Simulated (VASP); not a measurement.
Here is a VASP 6.6.1 calculation.

Contents of INCAR:

```
ALGO = Normal ; EDIFF = 1E-6
EDIFFG = -0.025 ; ENCUT = 600
GGA = PE ; IBRION = 2
ISIF = 3 ; ISMEAR = 0
LASPH = True ; LCHARG = False
LREAL = False ; LWAVE = False
NELM = 60 ; NSW = 80
PREC = Accurate ; SIGMA = 0.1
```

Contents of KPOINTS:

```
k-points
0
Gamma
  4 2 4
```

File POSCAR:

```
Be2ZnSe3
1.0
    3.7251355747     -0.1021531235      0.0034733052
    0.2043062470     -7.6495798567     -0.0424073402
   -1.9211246658      1.9178060397     -8.0234929308
Be Zn Se
4 2 6
Direct
    0.1481638267      0.5812921586      0.3351500614
    0.1971332163      0.0843244555      0.3472150211
    0.8167235531      0.9148418692      0.6578529511
    0.8185673765      0.4209593853      0.6563980057
    0.5027831447      0.7564214101      0.0038413104
    0.5246534725      0.2476194550     -0.0052314507
    0.0914608853      0.8055260401      0.1970590983
    0.1282310064      0.2942500761      0.1917742310
    0.3892443378      0.9510985492      0.8095698522
    0.3978312427      0.4548259520      0.8106682429
    0.7425253727      0.6223754027      0.4999705793
    0.7426825655      0.1164652463      0.4957320974
```

Potentials or basis: VASP PAW PBE potentials, release 64 (Be, Zn, Se).

Command:

```sh
$ cat potpaw_PBE.64/Be/POTCAR potpaw_PBE.64/Zn/POTCAR potpaw_PBE.64/Se/POTCAR > POTCAR
$ mpirun -np 1 vasp_std > vasp.out
```

(1) Estimate the relaxed volume.

(2) Estimate the space group after relaxing (to 0.1 Å).

(3) Predict the relaxed cell.

Answers

(1) 19.38 Å³/atom.

(2) I-4m2 (No. 119).

(3) a = 3.792 Å, b = 7.585 Å, c = 8.521 Å, α = 102.89°, β = 102.85°, γ = 89.98°.

Caveat: the k points lie up to 0.43 Å⁻¹ apart in the final cell.
